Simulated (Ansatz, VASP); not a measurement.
## LaB6 in VASP and in Ansatz

```
CELL_PARAMETERS angstrom
4.15469 0.00000 0.00000
0.00000 4.15469 0.00000
0.00000 0.00000 4.15469
ATOMIC_POSITIONS crystal
La 0.00000 0.00000 0.00000
B 0.19983 0.50000 0.50000
B 0.50000 0.19983 0.50000
B 0.80017 0.50000 0.50000
B 0.50000 0.80017 0.50000
B 0.50000 0.50000 0.19983
B 0.50000 0.50000 0.80017
```

Alike in both runs: functional PBE; k mesh 8 × 8 × 8; occupations gaussian, width 0.1 eV; no spin polarisation.

Ansatz relaxed the structure, and its values are those at the end. VASP's run is a single point on that final structure, the one shown.

|  | VASP | Ansatz |
| --- | --- | --- |
| version | VASP 6.6.1 | Ansatz 0.2.0 |
| potentials or method | VASP PAW PBE potentials, release 64 (La, B), cutoff 520 eV | scalar-relativistic, plane waves, PAW |
| valence electrons in the cell | 29 | 29 |

VASP gave:

| Quantity | Value |
| --- | --- |
| gap on the k mesh at the Fermi level (eV) | none |
| pressure (GPa) | -0.1 |
| rms of the force components (eV/Å) | 0.009 |

**Question.** What did Ansatz give for the same quantities?

**Answer.** gap on the k mesh at the Fermi level (eV): none; pressure (GPa): 0.0; rms of the force components (eV/Å): 0.000.

A gap of «none» marks a metal or a gap that the smearing closes.

Neither program's run includes spin-orbit coupling.
